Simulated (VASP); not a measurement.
A run of VASP 6.6.1 is set up as follows.

File POSCAR:

```
MgF2
1.0
    4.7223301994      0.0000000000      0.0000000000
    0.0000000000      4.7223301994      0.0000000000
    0.0000000000      0.0000000000      3.0929708605
Mg F
2 4
Direct
    0.0000000000      0.0000000000      0.0000000000
    0.5000000000      0.5000000000      0.5000000000
    0.3042534894      0.3042534894      0.0000000000
    0.1957465106      0.8042534894      0.5000000000
    0.6957465106      0.6957465106      0.0000000000
    0.8042534894      0.1957465106      0.5000000000
```

Contents of INCAR.step1:

```
SYSTEM = MgF2
PREC = Accurate
ENCUT = 660
ISMEAR = 0
SIGMA = 0.02
LREAL = .FALSE.
LASPH = .TRUE.
NELM = 120
NBANDS = 25
GGA = PE
ALGO = Normal
EDIFF = 1E-5
LWAVE = .TRUE.
LCHARG = .FALSE.
GGA_COMPAT = .FALSE.
```

The input INCAR.step2:

```
SYSTEM = MgF2
PREC = Accurate
ENCUT = 660
EDIFF = 1E-6
ISMEAR = 0
SIGMA = 0.02
LREAL = .FALSE.
LASPH = .TRUE.
NELM = 120
ALGO = Normal
ISIF = 2
LWAVE = .FALSE.
LCHARG = .FALSE.
METAGGA = R2SCAN
LMIXTAU = .TRUE.
NBANDS = 25
ISTART = 1
GGA_COMPAT = .FALSE.
```

The input KPOINTS:

```
Automatic mesh
0
G
  6 6 8
  0 0 0
```

Potentials or basis: VASP PAW PBE potentials, release 64 (Mg, F).

Command:

```sh
$ cat potpaw_PBE.64/Mg/POTCAR potpaw_PBE.64/F/POTCAR > POTCAR
$ cp INCAR.step1 INCAR
$ mpirun -np 1 vasp_std > vasp.out
$ cp INCAR.step2 INCAR
$ mpirun -np 1 vasp_std > vasp.out
```

**Question.** What does it give for the pressure?

**Answer.** -6.7 GPa.

**Question.** Predict the band gap on the k mesh.

**Answer.** 7.64 eV.

**Question.** What does it give for the largest force?

**Answer.** 0.007 eV/Å.

Forces on the atoms (eV/Å):
```
Mg   0.000  0.000  0.000
Mg   0.000  0.000  0.000
F    0.005  0.005  0.000
F   -0.005  0.005  0.000
F   -0.005 -0.005  0.000
F    0.005 -0.005  0.000
```

Caveat: the cell stands under tension; the PAW data sets were made with another functional, which shifts forces and pressure a little. A k mesh can miss the band edges.
